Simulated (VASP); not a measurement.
The system is Cd3SeS2.

```
Cd Se S
1.0
     4.11243    0.00000    0.00000
    -2.05621    3.56147    0.00000
     0.00000    0.00000   20.13746
Cd Se S
6 2 4
Direct
  0.33333 0.66667 0.00000
  0.33333 0.66667 0.33333
  0.33333 0.66667 0.66667
  0.66667 0.33333 0.16667
  0.66667 0.33333 0.50000
  0.66667 0.33333 0.83333
  0.33333 0.66667 0.12833
  0.66667 0.33333 0.96167
  0.33333 0.66667 0.46167
  0.33333 0.66667 0.79500
  0.66667 0.33333 0.29500
  0.66667 0.33333 0.62833
```

- Program: VASP 6.6.1
- Task: relaxation of cell and atoms
- Functional: PBE
- Potentials or basis: VASP PAW PBE potentials, release 64 (Cd, Se, S)
- Cutoff: 600 eV
- k mesh: 6 × 6 × 1
- Occupations: gaussian, width 0.1 eV
- Spin: no spin polarisation

At the start: pressure 7.3 GPa; volume 24.58 Å³/atom.

Q: Where does the relaxation end?

A: Over 15 steps the energy falls by 74.2 meV/atom and the volume is 27.41 Å³/atom (+11.5 %); space group P3m1 (No. 156, to 0.1 Å) before and after.

Step by step:
```csv
step,energy change (eV),largest force (eV/Å),pressure (GPa),volume (Å³)
1,0.0000,1.0238,7.30,294.94
2,-0.6759,0.3078,-2.11,345.33
3,-0.7823,0.4458,-0.07,329.90
4,-0.7821,0.4371,-0.18,330.62
5,-0.8004,0.3440,-0.16,330.35
6,-0.8349,0.3030,-0.06,329.53
7,-0.8009,0.8369,0.21,327.89
8,-0.8400,0.4178,-0.01,329.12
9,-0.8574,0.2535,0.01,328.79
10,-0.8694,0.1779,0.07,328.17
11,-0.8761,0.1384,-0.04,328.79
12,-0.8784,0.1831,-0.13,329.40
13,-0.8843,0.1274,-0.04,328.70
14,-0.8885,0.0830,0.17,327.38
15,-0.8899,0.0216,-0.07,328.96
```

Final structure:
```
Cd Se S
1.0
     4.26257    0.00000    0.00000
    -2.13128    3.69149    0.00000
     0.00000    0.00000   20.90575
Cd Se S
6 2 4
Direct
  0.33333 0.66667 0.00160
  0.33333 0.66667 0.33962
  0.33333 0.66667 0.66351
  0.66667 0.33333 0.17767
  0.66667 0.33333 0.50161
  0.66667 0.33333 0.82564
  0.33333 0.66667 0.13017
  0.66667 0.33333 0.95449
  0.33333 0.66667 0.46295
  0.33333 0.66667 0.78704
  0.66667 0.33333 0.30074
  0.66667 0.33333 0.62497
```
